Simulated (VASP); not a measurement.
A run of VASP 6.6.1:

File INCAR:

```
SYSTEM = CoPtO2
ALGO = Normal
EDIFF = 1E-6
ENCUT = 700
GGA = PE
GGA_COMPAT = .False.
ISIF = 2
ISMEAR = 0
LASPH = .True.
LCHARG = .False.
LREAL = .False.
LWAVE = .False.
NBANDS = 32
NELM = 120
PREC = Accurate
SIGMA = 0.05
```

Contents of KPOINTS:

```
k-points
0
Gamma
  14 14 14
  0 0 0
```

Contents of POSCAR:

```
CoPtO2
1.0
    1.4100000000      0.8140638796      5.9360000000
   -1.4100000000      0.8140638796      5.9360000000
    0.0000000000     -1.6281277591      5.9360000000
Co Pt O
1 1 2
Direct
    0.5000000000      0.5000000000      0.5000000000
    0.0000000000      0.0000000000      0.0000000000
    0.8879154272      0.8879154272      0.8879154272
    0.1120845728      0.1120845728      0.1120845728
```

Potentials or basis: VASP PAW PBE potentials, release 64 (Co_sv, Pt_sv_GW, O).

The run is started by

```sh
$ cat potpaw_PBE.64/Co_sv/POTCAR potpaw_PBE.64/Pt_sv_GW/POTCAR potpaw_PBE.64/O/POTCAR > POTCAR
$ mpirun -np 1 vasp_std > vasp.out
```

Hardware: 1 thread of Intel(R) Xeon(R) Platinum 8259CL CPU @ 2.50GHz (Skylake/Cascade Lake), with other jobs on the host.

Q: How long does it take, and how much memory?

A: Wall time 51 min on 1 thread of Intel(R) Xeon(R) Platinum 8259CL CPU @ 2.50GHz (Skylake/Cascade Lake), on a shared host, peak memory 0.86 GiB. Counts: scf iterations 19, k points 288.
